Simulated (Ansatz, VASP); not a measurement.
**BeCo: VASP beside Ansatz**

The input INCAR:

```
SYSTEM = BeCo
ALGO = Normal
EDIFF = 1E-6
EDIFFG = -0.005
ENCUT = 600
GGA = CA
IBRION = 2
ISIF = 3
ISMEAR = -1
ISPIN = 2
LASPH = .TRUE.
LCHARG = .FALSE.
LMAXMIX = 4
LORBIT = 11
LREAL = .FALSE.
LWAVE = .FALSE.
MAGMOM = -0.5 1
NELM = 150
NSW = 100
PREC = Accurate
SIGMA = 0.05
```

Contents of KPOINTS:

```
k-points
0
G
  13 13 13
  0 0 0
```

POSCAR

```
BeCo
1.0
    2.6737183902      0.0000000000      0.0000000000
    0.0000000000      2.6737183902      0.0000000000
    0.0000000000      0.0000000000      2.6737183902
Be Co
1 1
Direct
    0.0000000000      0.0000000000      0.0000000000
    0.5000000000      0.5000000000      0.5000000000
```

Input for Ansatz:

```yaml
crystal:
  lattice:
    - [2.6737183902, 0.0, 0.0]
    - [0.0, 2.6737183902, 0.0]
    - [0.0, 0.0, 2.6737183902]
  atoms:
    - { symbol: Be, position: [0.0, 0.0, 0.0], spin: -0.5 }
    - { symbol: Co, position: [0.5, 0.5, 0.5], spin: 1.0 }
magnetization:
  spin_polarized: true
kpoints:
  mp_grid: { grid: [13, 13, 13] }
scf:
  occupations: { method: fermi_dirac, width: 0.05 }
hamiltonian:
  xc: lda
  pseudopotentials: { kind: all_electron, lapw: { basis_error: 0.001 } }
output:
  forces: true
  stress: true
relax:
  f_tol: 0.005
  max_steps: 80
  cell: {}
```

Alike in both runs: task relaxation of cell and atoms; functional LDA; k mesh 13 × 13 × 13; occupations fermi-dirac, width 0.05 eV; collinear spin.

|  | VASP | Ansatz |
| --- | --- | --- |
| version | VASP 6.6.1 | Ansatz 0.2.0 |
| potentials or method | VASP PAW LDA potentials, release 64 (Be, Co), cutoff 600 eV | all-electron LAPW, scalar-relativistic |

Ansatz gave:

- net moment per atom (μB): 0.17
- size of the moment on the site where the two differ most (μB): 0.35
- relaxed volume (Å³/atom): 8.17
- relaxed length of the cell vector where the two differ most in proportion (Å): 2.537

Question: Estimate VASP's values.

Answer: net moment per atom (μB): 0.00; size of the moment on the site where the two differ most (μB): 0.00; relaxed volume (Å³/atom): 8.17; relaxed length of the cell vector where the two differ most in proportion (Å): 2.538.

The net moments are unlike, so the other rows may belong to different states. LDA's correlation is that of Perdew and Zunger in VASP and of Perdew and Wang (1992) in Ansatz. Site moments also hang on the region over which each program counts them. Ansatz ran all-electron here, and VASP with PAW potentials.
